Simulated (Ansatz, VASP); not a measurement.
# SiC: VASP beside Ansatz

INCAR

```
SYSTEM = SiC
PREC = Accurate
ENCUT = 520
EDIFF = 1E-6
ISMEAR = 0
SIGMA = 0.05
LREAL = .FALSE.
LASPH = .TRUE.
NELM = 60
ALGO = Normal
ISIF = 2
LWAVE = .FALSE.
LCHARG = .TRUE.
GGA = PS
LELF = .TRUE.
LVHAR = .TRUE.
NBANDS = 16
```

Contents of KPOINTS:

```
regular mesh
0
G
  12 12 4
  0 0 0
```

Contents of POSCAR:

```
SiC
1.0
    3.0760000000     -0.0307600000     -0.0307600000
   -1.5646389400      2.6792740000     -0.0112589400
   -0.0504800000     -0.0504800000      5.0480000000
Si C
2 2
Direct
    0.3333333333      0.6666666667      0.0000000000
    0.6666666667      0.3333333333      0.5000000000
    0.3333333333      0.6666666667      0.3850000000
    0.6666666667      0.3333333333      0.8850000000
```

Input for Ansatz:

```yaml
crystal:
  lattice:
    - [3.076, -0.030760000000000003, -0.030760000000000003]
    - [-1.56463894, 2.679274, -0.011258939999999999]
    - [-0.050480000000000004, -0.050480000000000004, 5.048]
  atoms:
    - { symbol: Si, position: [0.3333333333333333, 0.6666666666666666, 0.0] }
    - { symbol: Si, position: [0.6666666666666666, 0.3333333333333333, 0.5] }
    - { symbol: C, position: [0.3333333333333333, 0.6666666666666666, 0.385] }
    - { symbol: C, position: [0.6666666666666666, 0.3333333333333333, 0.885] }
basis:
  ecutwfc: 462.593566181796
kpoints:
  mp_grid:
    grid: [12, 12, 4]
hamiltonian:
  xc: pbesol
scf:
  occupations:
    method: gaussian
    width: 0.05
output:
  stress: true
```

Alike in both runs: task single point; functional PBEsol; k mesh 12 × 12 × 4; occupations gaussian, width 0.05 eV; no spin polarisation.

|  | VASP | Ansatz |
| --- | --- | --- |
| version | VASP 6.6.1 | Ansatz 0.2.0 |
| potentials or method | VASP PAW PBE potentials, release 64 (Si, C), cutoff 520 eV | plane waves, PAW |
| valence electrons in the cell | 16 | 16 |

```csv
,VASP,Ansatz,Ansatz less VASP
pressure (GPa),0.8,0.4,-0.35
"traceless stress, the component that is largest in VASP (GPa)",4.87,4.84,-0.029
```

VASP's potentials were made for PBE, not for PBEsol.
